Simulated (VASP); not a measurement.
# LiF in VASP: further runs, part 2 of 2

VASP 6.6.1. Earlier steps stand in the parts before.

## (4) Electric field gradients, LDA (volume scaled by 0.94)

The input, INCAR:

```
PREC     = Accurate       # precision mode
ENCUT    = 520            # plane-wave cutoff, eV
EDIFF    = 1E-8           # SCF threshold, eV
ISMEAR   = -1             # smearing method
SIGMA    = 0.03           # smearing width, eV
LREAL    = False          # projectors in reciprocal space
LASPH    = True           # aspherical terms in the spheres
NELM     = 80             # most SCF steps
ALGO     = Normal         # electronic algorithm
ISIF     = 2              # what is computed and relaxed
LWAVE    = False          # write WAVECAR
LCHARG   = False          # write CHGCAR
LEFG     = True         
NBANDS   = 12             # bands
```

The input, KPOINTS:

```
Automatic mesh
0
Gamma
  10 10 10
```

The input, POSCAR:

```
LiF
1.0
    0.0000000000      1.9728864230      1.9728864230
    1.9728864230      0.0000000000      1.9728864230
    1.9728864230      1.9728864230      0.0000000000
Li F
1 1
Direct
    0.0000000000      0.0000000000      0.0000000000
    0.5000000000      0.5000000000      0.5000000000
```

Potentials or basis: VASP PAW LDA potentials, release 64 (Li_sv, F).

Launch:

```sh
$ cat potpaw_LDA.64/Li_sv/POTCAR potpaw_LDA.64/F/POTCAR > POTCAR
$ mpirun -np 1 vasp_std > vasp.out
```

OUTCAR:

```text
PREC = Accurate
   ENCUT = 520
   EDIFF = 1E-8
   ISMEAR = -1
   LREAL = False
   LASPH = True
   NELM = 80
   ISIF = 2

 ion  position               nearest neighbor table
   1  0.000  0.000  0.000-   2 1.97   2 1.97   2 1.97   2 1.97   2 1.97   2 1.97
   2  0.500  0.500  0.500-   1 1.97   1 1.97   1 1.97   1 1.97   1 1.97   1 1.97

  LATTYP: Found a face centered cubic cell.
 ALAT       =     3.9457728460

  Lattice vectors:

 A1 = (   0.0000000000,   1.9728864230,   1.9728864230)
 A2 = (   1.9728864230,   0.0000000000,   1.9728864230)
 A3 = (   1.9728864230,   1.9728864230,   0.0000000000)

Analysis of symmetry for initial positions (statically):
=====================================================================
 Subroutine PRICEL returns:
 Original cell was already a primitive cell.

 Routine SETGRP: Setting up the symmetry group for a
 face centered cubic supercell.

 Subroutine GETGRP returns: Found 48 space group operations
 (whereof 48 operations were pure point group operations)
 out of a pool of 48 trial point group operations.

The static configuration has the point symmetry O_h .

Analysis of symmetry for dynamics (positions and initial velocities):
=====================================================================
 Subroutine PRICEL returns:
 Original cell was already a primitive cell.

 Routine SETGRP: Setting up the symmetry group for a
 face centered cubic supercell.

 Subroutine GETGRP returns: Found 48 space group operations
 (whereof 48 operations were pure point group operations)
 out of a pool of 48 trial point group operations.

The dynamic configuration has the point symmetry O_h .

 Subroutine INISYM returns: Found 48 space group operations
[... 165 lines left out ...]
     12      23.6127      0.00000
[... 331 lines left out ...]
 k-point    24 :       0.4000    0.3000    0.0000
  band No.  band energies     occupation
      1     -40.4468      2.00000
      2     -20.0260      2.00000
      3      -3.4948      2.00000
      4      -1.8892      2.00000
      5      -1.7626      2.00000
      6      12.4259      0.00000
      7      15.8207      0.00000
      8      17.9096      0.00000
      9      19.4600      0.00000
     10      20.5488      0.00000
     11      34.1380      0.00000
     12      34.7267      0.00000

 [... further k-points ...]
[... 5 lines left out ...]
  --------------------------------------------------------------------------------------
  -------------------------------------------------------------------------------------
  Total       -0.2443069     -0.2443069     -0.2443069      0.0000000      0.0000000     -0.0000000
  in kB      -25.4864877    -25.4864877    -25.4864877      0.0000000      0.0000000     -0.0000000
  external PRESSURE =     -25.4864877 kB  Pullay stress =       0.0000000 kB

 VOLUME and BASIS-vectors are now :
 -----------------------------------------------------------------------------
  energy-cutoff  :      520.00
  volume of cell :       15.36
      direct lattice vectors                 reciprocal lattice vectors
     0.000000000  1.972886423  1.972886423    -0.253435775  0.253435775  0.253435775
     1.972886423  0.000000000  1.972886423     0.253435775 -0.253435775  0.253435775
     1.972886423  1.972886423  0.000000000     0.253435775  0.253435775 -0.253435775

 POSITION                                       TOTAL-FORCE (eV/Angst)
 -----------------------------------------------------------------------------------
      0.00000      0.00000      0.00000         0.000000      0.000000     -0.000000
      1.97289      1.97289      1.97289        -0.000000     -0.000000      0.000000
 -----------------------------------------------------------------------------------
    total drift:                               -0.000000     -0.000000      0.000000

  FREE ENERGIE OF THE ION-ELECTRON SYSTEM (eV)
  ---------------------------------------------------
  free  energy   TOTEN  =       -10.4978840176 eV

  energy  without entropy=      -10.4978840176  energy(sigma->0) =      -10.49788402

 Electric field gradients (V/A^2)
---------------------------------------------------------------------
 ion       V_xx      V_yy      V_zz      V_xy      V_xz      V_yz
---------------------------------------------------------------------
   1       0.000    -0.000    -0.000     0.001     0.001     0.001
   2      -0.000    -0.000     0.000     0.002     0.002     0.002
---------------------------------------------------------------------

 Electric field gradients after diagonalization (V/A^2)
 (convention: |V_zz| > |V_xx| > |V_yy|)
----------------------------------------------------------------------
 ion       V_xx      V_yy      V_zz     asymmetry (V_yy - V_xx)/ V_zz
----------------------------------------------------------------------
   1      -0.001    -0.001     0.002       0.000
   2      -0.002    -0.002     0.005       0.000
----------------------------------------------------------------------

           NMR quadrupolar parameters

 Cq : quadrupolar parameter    Cq=e*Q*V_zz/h
 eta: asymmetry parameters     (V_yy - V_xx)/ V_zz
 Q  : nuclear electric quadrupole moment in mb (millibarn)
----------------------------------------------------------------------
 ion       Cq(MHz)       eta       Q (mb)
----------------------------------------------------------------------
   1       0.000       0.000       1.000
   2       0.000       0.000       1.000
----------------------------------------------------------------------
```

OSZICAR:

```text
N       E                     dE             d eps       ncg     rms          rms(c)
DAV:   1     0.300390259726E+02    0.30039E+02   -0.55323E+03  1160   0.850E+02
DAV:   2    -0.994798010569E+01   -0.39987E+02   -0.39008E+02  1360   0.189E+02
DAV:   3    -0.109789488154E+02   -0.10310E+01   -0.10279E+01  1480   0.267E+01
DAV:   4    -0.109896096047E+02   -0.10661E-01   -0.10660E-01  1288   0.270E+00
DAV:   5    -0.109897455002E+02   -0.13590E-03   -0.13590E-03  1468   0.213E-01    0.423E+00
DAV:   6    -0.105136762356E+02    0.47607E+00   -0.21924E+00  1260   0.917E+00    0.131E+00
DAV:   7    -0.105031339031E+02    0.10542E-01   -0.15332E-02  1480   0.107E+00    0.782E-01
DAV:   8    -0.104978970386E+02    0.52369E-02   -0.85208E-03  1556   0.982E-01    0.957E-02
DAV:   9    -0.104978710137E+02    0.26025E-04   -0.68994E-04  1288   0.241E-01    0.366E-02
DAV:  10    -0.104978845978E+02   -0.13584E-04   -0.26732E-05  1312   0.381E-02    0.779E-03
DAV:  11    -0.104978840356E+02    0.56216E-06   -0.15844E-06  1444   0.133E-02    0.122E-03
DAV:  12    -0.104978840262E+02    0.94833E-08   -0.24895E-07  1552   0.354E-03    0.717E-04
DAV:  13    -0.104978840176E+02    0.85439E-08   -0.26537E-08  1116   0.140E-03
   1 F= -.10497884E+02 E0= -.10497884E+02  d E =-.248569E-10
```

Run time: 11 s. Hardware: 1 thread of Intel Xeon 8259CL, shared host; peak memory 0.12 GiB.

What came out:

* Free energy: -10.4979 eV
* Band gap on the k mesh: 9.41 eV, direct

Levels at points of the mesh, in eV from the valence-band top:
```tsv
k point	band 1	band 2	band 3	band 4	band 5	band 6	band 7	band 8	band 9	band 10
(0.00, 0.00, 0.00)	-39.64	-19.74	0.00	0.00	0.00	9.41	24.26	24.26	24.26	24.51
(0.50, 0.00, 0.00)	-39.55	-19.25	-2.77	-0.25	-0.25	10.69	17.12	18.89	18.89	31.02
(0.50, 0.50, 0.00)	-39.53	-18.91	-3.40	-1.13	-1.13	15.00	16.31	17.90	20.48	20.48
```

Caveat: the cutoff is under 1.25 times the usual one of these potentials, so pressure, stress and relaxed cells hold a basis-set (Pulay) error; without QUAD_EFG the Cq values of the log hold for a quadrupole moment of 1 mb, not for the nuclei. A k mesh can miss the band edges.

## (5) Electric field gradients, LDA (volume scaled by 0.94)

The input, INCAR:

```
SYSTEM = LiF
  ALGO = Normal
  EDIFF = 1E-8
  ENCUT = 520
  GGA = CA
  ISIF = 2
  ISMEAR = -1
  LASPH = .True.
  LCHARG = .False.
  LEFG = .True.
  LREAL = .False.
  LWAVE = .False.
  NBANDS = 12
  NELM = 60
  PREC = Accurate
  SIGMA = 0.03
```

The input, KPOINTS:

```
k-points
0
Gamma
  10 10 10
  0 0 0
```

POSCAR is that of step 4.

Potentials or basis: VASP PAW LDA potentials, release 64 (Li_sv, F).

Launch:

```sh
$ cat potpaw_LDA.64/Li_sv/POTCAR potpaw_LDA.64/F/POTCAR > POTCAR
$ mpirun -np 1 vasp_std > vasp.out
```

OUTCAR:

```text
SYSTEM = LiF
   EDIFF = 1E-8
   ENCUT = 520
   GGA = CA
   ISIF = 2
   ISMEAR = -1
   LASPH = .True.
   LREAL = .False.
   NELM = 60
   PREC = Accurate

 ion  position               nearest neighbor table
   1  0.000  0.000  0.000-   2 1.97   2 1.97   2 1.97   2 1.97   2 1.97   2 1.97
   2  0.500  0.500  0.500-   1 1.97   1 1.97   1 1.97   1 1.97   1 1.97   1 1.97

  LATTYP: Found a face centered cubic cell.
 ALAT       =     3.9457728460

  Lattice vectors:

 A1 = (   0.0000000000,   1.9728864230,   1.9728864230)
[... 573 lines left out ...]
  ---------------------------------------------------
  free  energy   TOTEN  =       -10.4978840176 eV

  energy  without entropy=      -10.4978840176  energy(sigma->0) =      -10.49788402

 Electric field gradients (V/A^2)
---------------------------------------------------------------------
 ion       V_xx      V_yy      V_zz      V_xy      V_xz      V_yz
---------------------------------------------------------------------
   1       0.000    -0.000    -0.000     0.001     0.001     0.001
   2      -0.000    -0.000     0.000     0.002     0.002     0.002
---------------------------------------------------------------------

 Electric field gradients after diagonalization (V/A^2)
 (convention: |V_zz| > |V_xx| > |V_yy|)
----------------------------------------------------------------------
 ion       V_xx      V_yy      V_zz     asymmetry (V_yy - V_xx)/ V_zz
----------------------------------------------------------------------
   1      -0.001    -0.001     0.002       0.000
   2      -0.002    -0.002     0.005       0.000
----------------------------------------------------------------------

           NMR quadrupolar parameters

 Cq : quadrupolar parameter    Cq=e*Q*V_zz/h
 eta: asymmetry parameters     (V_yy - V_xx)/ V_zz
 Q  : nuclear electric quadrupole moment in mb (millibarn)
----------------------------------------------------------------------
 ion       Cq(MHz)       eta       Q (mb)
----------------------------------------------------------------------
   1       0.000       0.000       1.000
   2       0.000       0.000       1.000
----------------------------------------------------------------------
```

OSZICAR:

```text
N       E                     dE             d eps       ncg     rms          rms(c)
DAV:   1     0.300390259726E+02    0.30039E+02   -0.55323E+03  1160   0.850E+02
DAV:   2    -0.994798010569E+01   -0.39987E+02   -0.39008E+02  1360   0.189E+02
DAV:   3    -0.109789488154E+02   -0.10310E+01   -0.10279E+01  1480   0.267E+01
DAV:   4    -0.109896096047E+02   -0.10661E-01   -0.10660E-01  1288   0.270E+00
DAV:   5    -0.109897455002E+02   -0.13590E-03   -0.13590E-03  1468   0.213E-01    0.423E+00
DAV:   6    -0.105136762356E+02    0.47607E+00   -0.21924E+00  1260   0.917E+00    0.131E+00
DAV:   7    -0.105031339031E+02    0.10542E-01   -0.15332E-02  1480   0.107E+00    0.782E-01
DAV:   8    -0.104978970386E+02    0.52369E-02   -0.85208E-03  1556   0.982E-01    0.957E-02
DAV:   9    -0.104978710137E+02    0.26025E-04   -0.68994E-04  1288   0.241E-01    0.366E-02
DAV:  10    -0.104978845978E+02   -0.13584E-04   -0.26732E-05  1312   0.381E-02    0.779E-03
DAV:  11    -0.104978840356E+02    0.56216E-06   -0.15844E-06  1444   0.133E-02    0.122E-03
DAV:  12    -0.104978840262E+02    0.94833E-08   -0.24895E-07  1552   0.354E-03    0.717E-04
DAV:  13    -0.104978840176E+02    0.85439E-08   -0.26537E-08  1116   0.140E-03
   1 F= -.10497884E+02 E0= -.10497884E+02  d E =-.248569E-10
```

stdout:

```text
POSCAR found type information on POSCAR LiF
 POSCAR found :  2 types and       2 ions
 scaLAPACK will be used
 LDA part: xc-table for (Slater(with rela. corr.)+CA(PZ))
 , standard interpolation
 POSCAR, INCAR and KPOINTS ok, starting setup
 FFT: planning ... GRIDC
 FFT: planning ... GRID_SOFT
 FFT: planning ... GRID
 WAVECAR not read
 entering main loop
ion   1

ion   2
```

Wall time 9.9 s (1 thread of Intel Xeon 8259CL, shared host); peak memory 0.12 GiB.

What came out:

```
Free energy            : -10.4979 eV
Band gap on the k mesh : 9.41 eV, direct
```

Caveat: the cutoff is under 1.25 times the usual one of these potentials, so pressure, stress and relaxed cells hold a basis-set (Pulay) error; without QUAD_EFG the Cq values of the log hold for a quadrupole moment of 1 mb, not for the nuclei. A k mesh can miss the band edges.

## (6) Overview

| cell | gap on the mesh (eV) |
| --- | --- |
| a = 2.806, b = 2.806, c = 2.848 Å, angles 59.5, 59.5, 61.0°, 2 atoms | 9.09 |
| a = 2.891, b = 2.891, c = 2.934 Å, angles 59.5, 59.5, 61.0°, 2 atoms | 8.30 |
| a = 2.790 Å, angles 60.0°, 2 atoms | 9.41 |

Alike in all rows: task electric field gradients; level LDA; potentials or basis VASP PAW LDA potentials, release 64 (Li_sv, F); no spin polarisation; k mesh 10 × 10 × 10; cutoff (eV) 520; smearing fermi-dirac 0.03 eV.

Caveats: the cutoff is under 1.25 times the usual one of these potentials, so pressure, stress and relaxed cells hold a basis-set (Pulay) error.

Total energies depend on the potentials used, so only differences within one code and one set of settings carry meaning.
